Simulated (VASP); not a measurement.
# Pb (Fm-3m) in VASP: a series of runs, part 2 of 2

VASP 6.6.1. The steps go on from the part before.

## Step 3: Single point, r2SCAN

This run uses another cell than the first one, of 31.18 Å³/atom, 1.028 times its volume.

POSCAR reads:

```
Pb
1.0
    0.0000000000      2.4980165607      2.4980165607
    2.4980165607      0.0000000000      2.4980165607
    2.4980165607      2.4980165607      0.0000000000
Pb
1
Direct
    0.0000000000      0.0000000000      0.0000000000
```

INCAR.step1 reads:

```
  PREC = Accurate
  ENCUT = 520
  ISMEAR = 0
  SIGMA = 0.1
  LREAL = False
  LASPH = True
  NELM = 80
  NBANDS = 13
  GGA = PE
  ALGO = Normal
  EDIFF = 1E-4
  LWAVE = True
  LCHARG = False
```

INCAR.step2 reads:

```
  PREC = Accurate
  ENCUT = 520
  EDIFF = 1E-6
  ISMEAR = 0
  SIGMA = 0.1
  LREAL = False
  LASPH = True
  NELM = 80
  ALGO = Normal
  ISIF = 2
  LWAVE = False
  LCHARG = False
  METAGGA = R2SCAN
  LMIXTAU = True
  NBANDS = 13
  ISTART = 1
```

KPOINTS reads:

```
regular mesh
0
Gamma
  14 14 14
```

Potentials or basis: VASP PAW PBE potentials, release 64 (Pb_d).

Run with:

```sh
$ cat potpaw_PBE.64/Pb_d/POTCAR > POTCAR
$ cp INCAR.step1 INCAR
$ mpirun -np 1 vasp_std > vasp.out
$ cp INCAR.step2 INCAR
$ mpirun -np 1 vasp_std > vasp.out
```

OUTCAR:

```text
PREC = Accurate
   ENCUT = 520
   EDIFF = 1E-6
   ISMEAR = 0
   LREAL = False
   LASPH = True
   NELM = 80
   ISIF = 2
   METAGGA = R2SCAN
   ISTART = 1

 ion  position               nearest neighbor table
   1  0.000  0.000  0.000-

  LATTYP: Found a face centered cubic cell.
 ALAT       =     4.9960331214

  Lattice vectors:

 A1 = (   0.0000000000,   2.4980165607,   2.4980165607)
 A2 = (   2.4980165607,   0.0000000000,   2.4980165607)
 A3 = (   2.4980165607,   2.4980165607,   0.0000000000)

Analysis of symmetry for initial positions (statically):
=====================================================================
 Subroutine PRICEL returns:
 Original cell was already a primitive cell.

 Routine SETGRP: Setting up the symmetry group for a
 face centered cubic supercell.

 Subroutine GETGRP returns: Found 48 space group operations
 (whereof 48 operations were pure point group operations)
 out of a pool of 48 trial point group operations.

The static configuration has the point symmetry O_h .

Analysis of symmetry for dynamics (positions and initial velocities):
=====================================================================
 Subroutine PRICEL returns:
 Original cell was already a primitive cell.

 Routine SETGRP: Setting up the symmetry group for a
 face centered cubic supercell.

 Subroutine GETGRP returns: Found 48 space group operations
 (whereof 48 operations were pure point group operations)
 out of a pool of 48 trial point group operations.

The dynamic configuration has the point symmetry O_h .

 Subroutine INISYM returns: Found 48 space group operations
 (whereof 48 operations are pure point group operations),
 and found     1 'primitive' translations

----------------------------------------------------------------------------------------

                                     Primitive cell

  volume of cell :      31.1757

  direct lattice vectors                    reciprocal lattice vectors
     0.000000000  2.498016561  2.498016561    -0.200158801  0.200158801  0.200158801
     2.498016561  0.000000000  2.498016561     0.200158801 -0.200158801  0.200158801
     2.498016561  2.498016561  0.000000000     0.200158801  0.200158801 -0.200158801

  length of vectors
     3.532728899  3.532728899  3.532728899     0.346685213  0.346685213  0.346685213

  position of ions in fractional coordinates (direct lattice)
     0.000000000  0.000000000  0.000000000

  ion indices of the primitive-cell ions
   primitive index   ion index
                 1           1

----------------------------------------------------------------------------------------

 KPOINTS: regular mesh

Automatic generation of k-mesh.
 Grid dimensions read from file:
 generate k-points for:   14   14   14

 Generating k-lattice:

  Cartesian coordinates                     Fractional coordinates (reciprocal lattice)
    -0.014297057  0.014297057  0.014297057     0.071428571  0.000000000  0.000000000
     0.014297057 -0.014297057  0.014297057     0.000000000  0.071428571  0.000000000
     0.014297057  0.014297057 -0.014297057     0.000000000  0.000000000  0.071428571

  Length of vectors
     0.024763230  0.024763230  0.024763230

  Shift w.r.t. Gamma in fractional coordinates (k-lattice)
     0.000000000  0.000000000  0.000000000

 Subroutine IBZKPT returns following result:
 ===========================================

 Found    104 irreducible k-points:

 Following reciprocal coordinates:
            Coordinates               Weight
  0.000000  0.000000  0.000000      1.000000
  0.071429  0.000000  0.000000      8.000000
  0.142857  0.000000  0.000000      8.000000
  0.214286  0.000000  0.000000      8.000000
  0.285714  0.000000  0.000000      8.000000
  0.357143  0.000000  0.000000      8.000000
[... 16 lines left out ...]
  0.214286  0.142857  0.000000     24.000000
  0.285714  0.142857  0.000000     24.000000
 [... further k-points ...]
   k-points           NKPTS =    104   k-points in BZ     NKDIM =    104   number of bands    NBANDS=     13
   number of dos      NEDOS =    301   number of ions     NIONS =      1
   total plane-waves  NPLWV =  21952
   dimension x,y,z NGX =    28 NGY =   28 NGZ =   28
   dimension x,y,z NGXF=    56 NGYF=   56 NGZF=   56
   ions per type =               1
   NGX,Y,Z   is equivalent  to a cutoff of  13.18, 13.18, 13.18 a.u.
   NGXF,Y,Z  is equivalent  to a cutoff of  26.35, 26.35, 26.35 a.u.
 SYSTEM =  unknown system
   PREC   = accura    normal or accurate (medium, high low for compatibility)
   ISTART =      1    job   : 0-new  1-cont  2-samecut
   ICHARG =      0    charge: 1-file 2-atom 10-const
   ISPIN  =      1    spin polarized calculation?
   LNONCOLLINEAR =      F non collinear calculations
   LSORBIT =      F    spin-orbit coupling
   LASPH  =      T    aspherical Exc in radial PAW
   ENCUT  =  520.0 eV  38.22 Ry    6.18 a.u.   6.57  6.57  6.57*2*pi/ulx,y,z
   NELM   =     80;   NELMIN=  2; NELMDL=  0     # of ELM steps
   EDIFF  = 0.1E-05   stopping-criterion for ELM
   LREAL  =      F    real-space projection
   EDIFFG = 0.1E-04   stopping-criterion for IOM
   NSW    =      0    number of steps for IOM
   IBRION =     -1    ionic relax: 0-MD 1-quasi-New 2-CG
   NFREE  =      0    steps in history (QN), initial steepest desc. (CG)
   ISIF   =      2    stress and relaxation
   ISYM   =      2    0-nonsym 1-usesym 2-fastsym
   POTIM  = 0.5000    time-step for ionic-motion
   TEBEG  =    0.0;   TEEND  =   0.0 temperature during run
   PSTRESS=    0.0 pullay stress
   NELECT =      14.0000    total number of electrons
   NUPDOWN=      -1.0000    fix difference up-down
   EMIN   =  10.00;   EMAX   =-10.00  energy-range for DOS
   EFERMI =   0.00;   METHOD = LEGACY
   ISMEAR =     0;   SIGMA  =   0.10  broadening in eV -4-tet -1-fermi 0-gaus
   EFERMI_NEDOS =   21; number of points for ismear=-14 and -15
   IALGO  =     38    algorithm
   IMIX   =      4    mixing-type and parameters
     AMIX     =   0.40;   BMIX     =  1.00
     AMIX_MAG =   1.60;   BMIX_MAG =  1.00
  volume/ion in A,a.u.               =      31.18       210.38
  Fermi-wavevector in a.u.,A,eV,Ry     =   1.253657  2.369069 21.383690  1.571657
  Thomas-Fermi vector in A             =   2.387500
   LORBIT       =      0    0 simple, 1 ext, 2 COOP (PROOUT), +10 PAW based schemes
   METAGGA = R2SCAN    functional components
   LHFCALC =     F    Hartree Fock is set to
   AEXX    =    0.0000 exact exchange contribution
   IVDW    =     0    specifies the selected vdW correction
   LEPSILON=     F    determine dielectric tensor
   LRPA    =     F    only Hartree local field effects (RPA)
 non-spin polarized calculation
 Gauss-broadening in eV      SIGMA  =   0.10
  energy-cutoff  :      520.00
  volume of cell :       31.18
 maximum number of plane-waves:       872
 NGX is ok and might be reduce to    28
   NGX = 13   NGY = 13   NGZ = 13

 number of electron      14.0000001 magnetization

 Free energy of the ion-electron system (eV)
  ---------------------------------------------------
  ext. energy  EPLUGINS =         0.00000000
  ---------------------------------------------------
  free energy    TOTEN  =       -56.28421293 eV

  energy without entropy =      -56.28178736  energy(sigma->0) =      -56.28300014

 E-fermi :   6.9482     XC(G=0): -10.7753

 val. band max:        6.8249401237   @ k =   0.3571   0.1429   0.0714
 cond. band min:       6.9519077599   @ k =   0.3571   0.2143   0.0000
 fundamental gap:      0.1269676362
 Fermi energy:         6.9481560045

 k-point     1 :       0.0000    0.0000    0.0000
  band No.  band energies     occupation
      1     -10.7872      2.00000
      2     -10.7872      2.00000
      3     -10.7872      2.00000
      4     -10.6512      2.00000
      5     -10.6512      2.00000
      6      -5.1882      2.00000
      7      14.4202      0.00000
      8      14.4202      0.00000
      9      14.4202      0.00000
     10      17.3153      0.00000
     11      18.8415      0.00000
     12      19.8152      0.00000
     13      19.8152      0.00000
[... 353 lines left out ...]
 k-point    24 :       0.2857    0.1429    0.0000
  band No.  band energies     occupation
      1     -10.8271      2.00000
      2     -10.7304      2.00000
      3     -10.7027      2.00000
      4     -10.6611      2.00000
      5     -10.5823      2.00000
      6      -3.7291      2.00000
      7       8.1899      0.00000
      8      11.7182      0.00000
      9      11.9604      0.00000
     10      15.8438      0.00000
     11      17.4331      0.00000
     12      21.1451      0.00000
     13      21.9995      0.00000

 [... further k-points ...]
[... 5 lines left out ...]
  --------------------------------------------------------------------------------------
  -------------------------------------------------------------------------------------
  Total       -0.0051334     -0.0051334     -0.0051334      0.0000000      0.0000000      0.0000000
  in kB       -0.2638152     -0.2638152     -0.2638152      0.0000000      0.0000000      0.0000000
  external PRESSURE =      -0.2638152 kB  Pullay stress =       0.0000000 kB

 VOLUME and BASIS-vectors are now :
 -----------------------------------------------------------------------------
  energy-cutoff  :      520.00
  volume of cell :       31.18
      direct lattice vectors                 reciprocal lattice vectors
     0.000000000  2.498016561  2.498016561    -0.200158801  0.200158801  0.200158801
     2.498016561  0.000000000  2.498016561     0.200158801 -0.200158801  0.200158801
     2.498016561  2.498016561  0.000000000     0.200158801  0.200158801 -0.200158801

 POSITION                                       TOTAL-FORCE (eV/Angst)
 -----------------------------------------------------------------------------------
      0.00000      0.00000      0.00000         0.000000     -0.000000      0.000000
 -----------------------------------------------------------------------------------
    total drift:                               -0.000000     -0.000000     -0.000000

  FREE ENERGIE OF THE ION-ELECTRON SYSTEM (eV)
  ---------------------------------------------------
  free  energy   TOTEN  =       -56.2842129264 eV

  energy  without entropy=      -56.2817873600  energy(sigma->0) =      -56.28300014
```

It took 2.6 min on 1 thread of Intel Xeon Platinum 8259CL at 2.50GHz (Skylake/Cascade Lake), shared host; peak memory 0.19 GiB.

What came out:

```
Free energy            : -56.2842 eV
Pressure               : 0.0 GPa
Band gap on the k mesh : zero (band 7 reaches 14.42 eV, above the bottom of band 8 at 5.38 eV)
```

Caveat: the PAW data sets were made with another functional, which shifts forces and pressure a little; spin-orbit coupling is left out, which moves the levels of the heavy elements.
